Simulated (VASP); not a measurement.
Here is a VASP 6.6.1 calculation.

The input INCAR:

```
PREC = Accurate ; ENCUT = 520
EDIFF = 1E-6 ; ISMEAR = 0
SIGMA = 0.1 ; LREAL = False
LASPH = True ; NELM = 100
ALGO = Normal ; ISIF = 2
LWAVE = False ; LCHARG = True
LDIPOL = True ; IDIPOL = 3
DIPOL = 0.5 0.5 0.500 ; GGA = PE
LELF = True ; LVHAR = True
LVACPOTAV = True ; NBANDS = 7
```

File KPOINTS:

```
Automatic mesh
0
Gamma
  10 10 1
```

POSCAR

```
Be
1.0
    1.7722800000      0.0000000000      0.0000000000
   -0.2330650000      1.7568890000      0.0000000000
    0.0000000000      0.0000000000     14.0000000000
Be
1
Direct
    0.5000000000      0.5000000000      0.5000000000
```

Potentials or basis: VASP PAW PBE potentials, release 64 (Be).

Command:

```bash
$ cat potpaw_PBE.64/Be/POTCAR > POTCAR
$ mpirun -np 1 vasp_std > vasp.out
```

Problem. Estimate the band gap on the k mesh.

Solution. Zero (band 1 reaches 0.74 eV, above the bottom of band 2 at -5.59 eV).
